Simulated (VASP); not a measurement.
Runs of VASP 6.6.1 on Ge. The structure is that of space group P6/mmm (No. 191), or close to it. The cells are those of the table. This isn't the form of Ge at room conditions, which is diamond.

```tsv
cell	k mesh	gap on the mesh (eV)	pressure (GPa)
a = 5.075, b = 5.075, c = 2.885 Å, angles 90.0, 90.0, 120.0°, 3 atoms	8 × 8 × 13	none	(b)
a = 4.811, b = 4.811, c = 2.735 Å, angles 90.0, 90.0, 120.0°, 3 atoms	8 × 8 × 13	none	6.0
a = 4.741, b = 4.741, c = 2.695 Å, angles 90.0, 90.0, 120.0°, 3 atoms	8 × 8 × 13	none	(a)
a = 4.947, b = 4.947, c = 2.812 Å, angles 90.0, 90.0, 120.0°, 3 atoms	10 × 10 × 15	none	0.2
a = 5.012, b = 5.012, c = 2.849 Å, angles 90.0, 90.0, 120.0°, 3 atoms	8 × 8 × 13	none	-2.1
```

Alike in all rows: task single point; level RPBE; potentials or basis VASP PAW PBE potentials, release 64 (Ge_d); no spin polarisation; cutoff (eV) 520; smearing fermi-dirac 0.1 eV.

**Question.** Estimate the missing entries.

**Answer.** (a) 10.2; (b) -3.8.

Caveats: the PAW data sets were made with another functional, which shifts forces and pressure a little; the cell stands under pressure (at least some runs); the cell stands under tension (at least some runs).

A k mesh can miss the band edges, and the runs leave out spin-orbit coupling on Ge.

A gap of «none» marks levels without a gap at the run's occupations.
